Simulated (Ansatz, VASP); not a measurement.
One calculation of Al2O3, two programs

```
Al O
1.0
     3.01748    0.00000    0.00000
    -1.50874    2.61322    0.00000
     0.00000    0.00000    7.87762
Al O
2 3
Direct
  0.00000 0.00000 0.27795
  0.00000 0.00000 0.72205
  0.33333 0.66667 0.19945
  0.66667 0.33333 0.80055
  0.00000 0.00000 0.50000
```

Change from the starting cell: strain +0.000 along x and y, +0.040 along z, atoms carried along.

Alike in both runs: task single point; functional LDA; k mesh 12 × 12 × 4; occupations gaussian, width 0.05 eV; no spin polarisation.

|  | VASP | Ansatz |
| --- | --- | --- |
| version | VASP 6.6.1 | Ansatz 0.2.0 |
| potentials or method | VASP PAW LDA potentials, release 64 (Al, O), cutoff 520 eV | scalar-relativistic, plane waves, PAW |
| valence electrons in the cell | 24 | 24 |

```csv
,VASP,Ansatz,Ansatz less VASP
gap on the k mesh at the Fermi level (eV),1.51,1.51,+0.004
least direct gap on the mesh (eV),1.51,1.51,+0.004
pressure (GPa),-13.5,-14.1,-0.58
"traceless stress, the component that is largest in VASP (GPa)",-10.80,-11.06,-0.258
rms of the force components (eV/Å),0.634,0.664,+0.0294
```

LDA's correlation is that of Perdew and Zunger in VASP and of Perdew and Wang (1992) in Ansatz. Atom by atom the forces differ by 0.030 eV/Å (rms over components).
